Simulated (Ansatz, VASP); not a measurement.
## Re in VASP and in Ansatz

```
Re
1.0
     0.00000    1.98267    1.98267
     1.98267    0.00000    1.98267
     1.98267    1.98267    0.00000
Re
1
Direct
  0.00000 0.00000 0.00000
```

Alike in both runs: functional BLYP; k mesh 14 × 14 × 14; occupations fermi-dirac, width 0.1 eV; no spin polarisation.

Ansatz relaxed the structure, and its values are those at the end. VASP's run is a single point on that final structure, the one shown.

|  | VASP | Ansatz |
| --- | --- | --- |
| version | VASP 6.6.1 | Ansatz 0.2.0 |
| potentials or method | VASP PAW PBE potentials, release 64 (Re), cutoff 600 eV | plane waves (420 eV) with PAW, scalar-relativistic |
| valence electrons in the cell | 7 | 15 |

|  | VASP | Ansatz | Ansatz less VASP |
| --- | --- | --- | --- |
| pressure (GPa) | 1.8 | 0.0 | -1.78 |

VASP's potentials were made for PBE, not for BLYP. The functional is the same, so the differences come from potentials, cutoffs and numerics. VASP's potentials hold 7 valence electrons a cell and Ansatz's 15, so a difference there can come from the potentials and not from the codes.

Neither program's run includes spin-orbit coupling.
